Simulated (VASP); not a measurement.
A run of VASP 6.6.1:

INCAR

```
PREC = Accurate
ENCUT = 520
EDIFF = 1E-7
ISMEAR = -1
SIGMA = 0.1
LREAL = F
LASPH = T
NELM = 80
ALGO = Normal
ISIF = 2
LWAVE = F
LCHARG = T
GGA = PE
LELF = T
LVHAR = T
NBANDS = 22
```

File KPOINTS:

```
Automatic mesh
0
Gamma
  7 7 10
```

File POSCAR:

```
Ba
1.0
    7.3871019479      0.0000000000      0.0000000000
   -3.6935509739      6.3974179473      0.0000000000
    0.0000000000      0.0000000000      4.3872987730
Ba
3
Direct
    1.0000000000      1.0000000000      0.0000000000
    0.3333333333      0.6666666667      0.5000000000
    0.6666666667      0.3333333333      0.5000000000
```

Potentials or basis: VASP PAW PBE potentials, release 64 (Ba_sv).

Command:

```bash
$ cat potpaw_PBE.64/Ba_sv/POTCAR > POTCAR
$ mpirun -np 1 vasp_std > vasp.out
```

Hardware: 1 thread of AMD EPYC 7R43 64-Core Processor (Zen 3), on a shared host.

Task: How long does it take, and how much memory?

Result: Run time: 3.5 min on 1 thread of AMD EPYC 7R43 64-Core Processor (Zen 3), on a shared host, peak memory 0.37 GiB. Counts: scf iterations 15, k points 48.
